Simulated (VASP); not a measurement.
# In4SbAs3 in VASP: notebook

The runs below take In4SbAs3 through single point, with PBE.

All numbers are computed with VASP 6.6.1; they aren't measurements. Logs are shortened: lines on timing, memory, paths and dates and some standing lists are left out, and cuts for length are marked.

## Step 1: The cell of the first run

It takes space group I-42m (No. 121, tetragonal). The conventional cell has a = 6.301 Å, b = 6.301 Å, c = 12.582 Å, α = 90.00°, β = 90.00°, γ = 90.00°. In (site symmetry m) has 3 As at 2.68 to 2.70 Å and 1 Sb at 2.84 Å within 3.5 Å. Within 3.7 Å of Sb (site symmetry -42m) lie 4 In at 2.84 Å. As (site symmetry -4) has 4 In at 2.70 Å within 3.6 Å. Within 3.5 Å of As (site symmetry -42m) lie 4 In at 2.68 Å.

## Step 2: Single point, PBE

File INCAR:

```
ALGO = Normal
EDIFF = 1E-6
ENCUT = 520
GGA = PE
ISIF = 2
ISMEAR = 0
LASPH = True
LCHARG = False
LREAL = False
LWAVE = False
NBANDS = 46
NELM = 100
PREC = Accurate
SIGMA = 0.1
```

File KPOINTS:

```
k-points
0
Gamma
  4 4 4
```

File POSCAR:

```
In4SbAs3
1.0
   -3.1506102000      3.1506102000      6.2909363000
    3.1506102000     -3.1506102000      6.2909363000
    3.1506102000      3.1506102000     -6.2909363000
In Sb As
4 1 3
Direct
    0.8682050000      0.3898540000      0.0000000000
    0.3898540000      0.8682050000      0.0000000000
    0.1317950000      0.1317950000      0.5216490000
    0.6101460000      0.6101460000      0.4783510000
    0.0000000000      0.0000000000      0.0000000000
    0.7500000000      0.2500000000      0.5000000000
    0.2500000000      0.7500000000      0.5000000000
    0.5000000000      0.5000000000      0.0000000000
```

Potentials or basis: VASP PAW PBE potentials, release 64 (In_d, Sb, As).

Launch:

```
$ cat potpaw_PBE.64/In_d/POTCAR potpaw_PBE.64/Sb/POTCAR potpaw_PBE.64/As/POTCAR > POTCAR
$ mpirun -np 1 vasp_std > vasp.out
```

OUTCAR:

```text
EDIFF = 1E-6
   ENCUT = 520
   GGA = PE
   ISIF = 2
   ISMEAR = 0
   LASPH = True
   LREAL = False
   NELM = 100
   PREC = Accurate

 ion  position               nearest neighbor table
   1  0.868  0.390  0.000-   8 2.68   7 2.70   6 2.70   5 2.84
   2  0.390  0.868  0.000-   8 2.68   6 2.70   7 2.70   5 2.84
   3  0.132  0.132  0.522-   8 2.68   7 2.70   6 2.70   5 2.84
   4  0.610  0.610  0.478-   8 2.68   7 2.70   6 2.70   5 2.84
   5  0.000  0.000  0.000-   3 2.84   1 2.84   2 2.84   4 2.84
   6  0.750  0.250  0.500-   2 2.70   3 2.70   4 2.70   1 2.70
   7  0.250  0.750  0.500-   1 2.70   3 2.70   4 2.70   2 2.70
   8  0.500  0.500  0.000-   1 2.68   2 2.68   3 2.68   4 2.68

  LATTYP: Found a body centered tetragonal cell.
 ALAT       =     6.3012204000
 C/A-ratio  =     1.9967358387

  Lattice vectors:

 A1 = (  -3.1506102000,   3.1506102000,   6.2909363000)
 A2 = (   3.1506102000,  -3.1506102000,   6.2909363000)
 A3 = (   3.1506102000,   3.1506102000,  -6.2909363000)

Analysis of symmetry for initial positions (statically):
=====================================================================
 Subroutine PRICEL returns:
 Original cell was already a primitive cell.

 Routine SETGRP: Setting up the symmetry group for a
 body centered tetragonal supercell.

 Subroutine GETGRP returns: Found  8 space group operations
 (whereof  8 operations were pure point group operations)
 out of a pool of 16 trial point group operations.

The static configuration has the point symmetry D_2d.

Analysis of symmetry for dynamics (positions and initial velocities):
=====================================================================
 Subroutine PRICEL returns:
 Original cell was already a primitive cell.

 Routine SETGRP: Setting up the symmetry group for a
 body centered tetragonal supercell.

 Subroutine GETGRP returns: Found  8 space group operations
 (whereof  8 operations were pure point group operations)
 out of a pool of 16 trial point group operations.

The dynamic configuration has the point symmetry D_2d.

 Subroutine INISYM returns: Found  8 space group operations
 (whereof  8 operations are pure point group operations),
 and found     1 'primitive' translations

----------------------------------------------------------------------------------------

                                     Primitive cell

  volume of cell :     249.7840

  direct lattice vectors                    reciprocal lattice vectors
    -3.150610200  3.150610200  6.290936300     0.000000000  0.158699416  0.079479425
     3.150610200 -3.150610200  6.290936300     0.158699416  0.000000000  0.079479425
     3.150610200  3.150610200 -6.290936300     0.158699416  0.158699416  0.000000000

  length of vectors
     7.708992722  7.708992722  7.708992722     0.177489391  0.177489391  0.224434867

  position of ions in fractional coordinates (direct lattice)
     0.868205000  0.389854000  0.000000000
     0.389854000  0.868205000  0.000000000
     0.131795000  0.131795000  0.521649000
     0.610146000  0.610146000  0.478351000
     0.000000000  0.000000000  0.000000000
     0.750000000  0.250000000  0.500000000
     0.250000000  0.750000000  0.500000000
     0.500000000  0.500000000  0.000000000

  ion indices of the primitive-cell ions
   primitive index   ion index
                 1           1
                 2           2
                 3           3
                 4           4
                 5           5
                 6           6
                 7           7
                 8           8

----------------------------------------------------------------------------------------

 KPOINTS: k-points

Automatic generation of k-mesh.
 Grid dimensions read from file:
 generate k-points for:    4    4    4

 Generating k-lattice:

  Cartesian coordinates                     Fractional coordinates (reciprocal lattice)
     0.000000000  0.039674854  0.019869856     0.250000000  0.000000000  0.000000000
     0.039674854  0.000000000  0.019869856     0.000000000  0.250000000  0.000000000
     0.039674854  0.039674854  0.000000000     0.000000000  0.000000000  0.250000000

  Length of vectors
     0.044372348  0.044372348  0.056108717

  Shift w.r.t. Gamma in fractional coordinates (k-lattice)
     0.000000000  0.000000000  0.000000000

 Subroutine IBZKPT returns following result:
 ===========================================

 Found     13 irreducible k-points:

 Following reciprocal coordinates:
            Coordinates               Weight
  0.000000  0.000000  0.000000      1.000000
  0.250000  0.000000  0.000000      8.000000
  0.500000  0.000000  0.000000      4.000000
  0.250000  0.250000  0.000000      8.000000
  0.500000  0.250000  0.000000     16.000000
 -0.250000  0.250000  0.000000      4.000000
  0.500000  0.500000  0.000000      2.000000
  0.250000  0.250000  0.250000      2.000000
 -0.250000  0.250000  0.250000      4.000000
  0.500000  0.500000  0.250000      4.000000
 -0.250000  0.500000  0.250000      8.000000
 -0.250000 -0.250000  0.250000      2.000000
  0.500000  0.500000  0.500000      1.000000
   k-points           NKPTS =     13   k-points in BZ     NKDIM =     13   number of bands    NBANDS=     46
   number of dos      NEDOS =    301   number of ions     NIONS =      8
   total plane-waves  NPLWV = 216000
   dimension x,y,z NGX =    60 NGY =   60 NGZ =   60
   dimension x,y,z NGXF=   120 NGYF=  120 NGZF=  120
   ions per type =               4   1   3
   NGX,Y,Z   is equivalent  to a cutoff of  12.94, 12.94, 12.94 a.u.
   NGXF,Y,Z  is equivalent  to a cutoff of  25.88, 25.88, 25.88 a.u.
 SYSTEM =  unknown system
   PREC   = accura    normal or accurate (medium, high low for compatibility)
   ISTART =      0    job   : 0-new  1-cont  2-samecut
   ICHARG =      2    charge: 1-file 2-atom 10-const
   ISPIN  =      1    spin polarized calculation?
   LNONCOLLINEAR =      F non collinear calculations
   LSORBIT =      F    spin-orbit coupling
   LASPH  =      T    aspherical Exc in radial PAW
   ENCUT  =  520.0 eV  38.22 Ry    6.18 a.u.  14.33 14.33 14.33*2*pi/ulx,y,z
   NELM   =    100;   NELMIN=  2; NELMDL= -5     # of ELM steps
   EDIFF  = 0.1E-05   stopping-criterion for ELM
   LREAL  =      F    real-space projection
   EDIFFG = 0.1E-04   stopping-criterion for IOM
   NSW    =      0    number of steps for IOM
   IBRION =     -1    ionic relax: 0-MD 1-quasi-New 2-CG
   NFREE  =      0    steps in history (QN), initial steepest desc. (CG)
   ISIF   =      2    stress and relaxation
   ISYM   =      2    0-nonsym 1-usesym 2-fastsym
   POTIM  = 0.5000    time-step for ionic-motion
   TEBEG  =    0.0;   TEEND  =   0.0 temperature during run
   PSTRESS=    0.0 pullay stress
   NELECT =      72.0000    total number of electrons
   NUPDOWN=      -1.0000    fix difference up-down
   EMIN   =  10.00;   EMAX   =-10.00  energy-range for DOS
   EFERMI =   0.00;   METHOD = LEGACY
   ISMEAR =     0;   SIGMA  =   0.10  broadening in eV -4-tet -1-fermi 0-gaus
   EFERMI_NEDOS =   21; number of points for ismear=-14 and -15
   IALGO  =     38    algorithm
   IMIX   =      4    mixing-type and parameters
     AMIX     =   0.40;   BMIX     =  1.00
     AMIX_MAG =   1.60;   BMIX_MAG =  1.00
  volume/ion in A,a.u.               =      31.22       210.70
  Fermi-wavevector in a.u.,A,eV,Ry     =   1.081428  2.043602 15.911819  1.169486
  Thomas-Fermi vector in A             =   2.217444
   LORBIT       =      0    0 simple, 1 ext, 2 COOP (PROOUT), +10 PAW based schemes
   GGA     = PE    functional components
   LHFCALC =     F    Hartree Fock is set to
   AEXX    =    0.0000 exact exchange contribution
   IVDW    =     0    specifies the selected vdW correction
   LEPSILON=     F    determine dielectric tensor
   LRPA    =     F    only Hartree local field effects (RPA)
 non-spin polarized calculation
 Gauss-broadening in eV      SIGMA  =   0.10
  energy-cutoff  :      520.00
  volume of cell :      249.78
 maximum number of plane-waves:      6768
 NGX is ok and might be reduce to    60
   NGX = 29   NGY = 29   NGZ = 29

 number of electron      71.9999999 magnetization

 Free energy of the ion-electron system (eV)
  ---------------------------------------------------
  ext. energy  EPLUGINS =         0.00000000
  ---------------------------------------------------
  free energy    TOTEN  =       -30.00978199 eV

  energy without entropy =      -30.00736133  energy(sigma->0) =      -30.00857166

 E-fermi :   4.0626     XC(G=0):  -8.6973

 val. band max:        4.0331359130   @ k =   0.0000   0.0000   0.0000
 cond. band min:       4.5380449553   @ k =   0.5000   0.5000   0.0000
 fundamental gap:      0.5049090423
 Fermi energy:         4.0626163013

 k-point     1 :       0.0000    0.0000    0.0000
  band No.  band energies     occupation
      1     -10.4323      2.00000
      2     -10.4131      2.00000
      3     -10.3939      2.00000
      4     -10.3064      2.00000
      5     -10.3064      2.00000
      6     -10.3057      2.00000
[... 38 lines left out ...]
     45       8.1431      0.00000
     46       8.2925      0.00000

 k-point     2 :       0.2500    0.0000    0.0000
  band No.  band energies     occupation
      1     -10.4240      2.00000
      2     -10.4066      2.00000
      3     -10.3887      2.00000
      4     -10.3240      2.00000
      5     -10.2994      2.00000
      6     -10.2978      2.00000
[... 38 lines left out ...]
     45       8.4499      0.00000
     46       8.5816      0.00000

 k-point     3 :       0.5000    0.0000    0.0000
  band No.  band energies     occupation
      1     -10.4151      2.00000
      2     -10.3933      2.00000
      3     -10.3833      2.00000
      4     -10.3459      2.00000
      5     -10.2869      2.00000
      6     -10.2853      2.00000
[... 38 lines left out ...]
     45       8.6735      0.00000
     46       8.7783      0.00000

 k-point     4 :       0.2500    0.2500    0.0000
  band No.  band energies     occupation
      1     -10.4160      2.00000
      2     -10.4034      2.00000
      3     -10.3851      2.00000
      4     -10.3365      2.00000
      5     -10.2946      2.00000
      6     -10.2945      2.00000
[... 381 lines left out ...]
     45       8.6826      0.00000
     46       8.8772      0.00000

 k-point    12 :      -0.2500   -0.2500    0.2500
  band No.  band energies     occupation
      1     -10.4279      2.00000
      2     -10.4207      2.00000
      3     -10.3957      2.00000
      4     -10.3227      2.00000
      5     -10.2991      2.00000
      6     -10.2991      2.00000
[... 38 lines left out ...]
     45       8.3469      0.00000
     46       8.3469      0.00000

 k-point    13 :       0.5000    0.5000    0.5000
  band No.  band energies     occupation
      1     -10.4294      2.00000
      2     -10.4275      2.00000
      3     -10.3797      2.00000
      4     -10.3499      2.00000
      5     -10.2859      2.00000
      6     -10.2859      2.00000
[... 38 lines left out ...]
     45       9.7026      0.00000
     46       9.7051      0.00000

------------------------ aborting loop because EDIFF is reached ----------------------------------------

  FORCE on cell =-STRESS in cart. coord.  units (eV):
  Direction    XX          YY          ZZ          XY          YZ          ZX
  --------------------------------------------------------------------------------------
  -------------------------------------------------------------------------------------
  Total        0.0918960      0.0918960      0.0999276      0.0000000      0.0000000      0.0000000
  in kB        0.5894437      0.5894437      0.6409609      0.0000000      0.0000000      0.0000000
  external PRESSURE =       0.6066161 kB  Pullay stress =       0.0000000 kB

 VOLUME and BASIS-vectors are now :
 -----------------------------------------------------------------------------
  energy-cutoff  :      520.00
  volume of cell :      249.78
      direct lattice vectors                 reciprocal lattice vectors
    -3.150610200  3.150610200  6.290936300     0.000000000  0.158699416  0.079479425
     3.150610200 -3.150610200  6.290936300     0.158699416  0.000000000  0.079479425
     3.150610200  3.150610200 -6.290936300     0.158699416  0.158699416  0.000000000

 POSITION                                       TOTAL-FORCE (eV/Angst)
 -----------------------------------------------------------------------------------
     -1.50710      1.50710      7.91437        -0.001786      0.001786      0.002234
      1.50710     -1.50710      7.91437         0.001786     -0.001786      0.002234
      1.64351      1.64351     -1.62343        -0.001786     -0.001786     -0.002234
      1.50710      1.50710      4.66750         0.001786      0.001786     -0.002234
      0.00000      0.00000      0.00000        -0.000000     -0.000000      0.000000
     -0.00000      3.15061      3.14547         0.000000     -0.000000      0.000000
      3.15061     -0.00000      3.14547         0.000000     -0.000000      0.000000
      0.00000      0.00000      6.29094        -0.000000     -0.000000      0.000000
 -----------------------------------------------------------------------------------
    total drift:                                0.000001      0.000001      0.000002

  FREE ENERGIE OF THE ION-ELECTRON SYSTEM (eV)
  ---------------------------------------------------
  free  energy   TOTEN  =       -30.0097819857 eV

  energy  without entropy=      -30.0073613337  energy(sigma->0) =      -30.00857166
```

Wall time 8.9 min (1 thread of Intel Xeon 8259CL, shared host); peak memory 0.53 GiB.

What came out:

- Free energy: -30.0098 eV
- Pressure: 0.1 GPa
- Largest force: 0.003 eV/Å
- Band gap on the k mesh: zero (filled and empty bands touch)

Forces in eV/Å, atoms in the order of the input:
```
In  -0.002  0.002  0.002
In   0.002 -0.002  0.002
In  -0.002 -0.002 -0.002
In   0.002  0.002 -0.002
Sb   0.000  0.000  0.000
As   0.000  0.000  0.000
As   0.000  0.000  0.000
As   0.000  0.000  0.000
```

Caveat: semilocal functionals underestimate gaps, and a narrow one can read as zero; spin-orbit coupling is left out, which moves the levels of the heavy elements.

[end of part 1 of 3]

The gap in the log of VASP goes by the Fermi energy; the results here count the filled bands.